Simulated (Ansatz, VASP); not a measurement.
Tl3BiO4: VASP beside Ansatz

```xyz
8
Lattice="-3.5325 3.5325 3.5325 3.5325 -3.5325 3.5325 3.5325 3.5325 -3.5325" Properties=species:S:1:pos:R:3 pbc="T T T"
Tl    0.0000    0.0000    3.5325
Tl    3.5325    0.0000    0.0000
Tl    0.0000    3.5325    0.0000
Bi    0.0000    0.0000    0.0000
O    -1.1760    1.1760    1.1760
O     1.1760    1.1760   -1.1760
O     2.3565    2.3565    2.3565
O     1.1760   -1.1760    1.1760
```

Alike in both runs: task single point; functional PBE; k mesh 6 × 6 × 6; occupations gaussian, width 0.02 eV; no spin polarisation.

|  | VASP | Ansatz |
| --- | --- | --- |
| version | VASP 6.6.1 | Ansatz 0.2.0 |
| potentials or method | VASP PAW PBE potentials, release 64 (Tl_d, Bi_d, O), cutoff 520 eV | scalar-relativistic, plane waves, PAW |
| valence electrons in the cell | 78 | 78 |

Ansatz gave:

* gap on the k mesh at the Fermi level (eV): 1.25
* least direct gap on the mesh (eV): 1.66
* pressure (GPa): 0.0
* rms of the force components (eV/Å): 0.001

Problem. What did VASP give for the same quantities?

Solution. gap on the k mesh at the Fermi level (eV): 1.24; least direct gap on the mesh (eV): 1.65; pressure (GPa): 0.1; rms of the force components (eV/Å): 0.034.

Atom by atom the forces differ by 0.034 eV/Å (rms over components).

Neither program's run includes spin-orbit coupling.
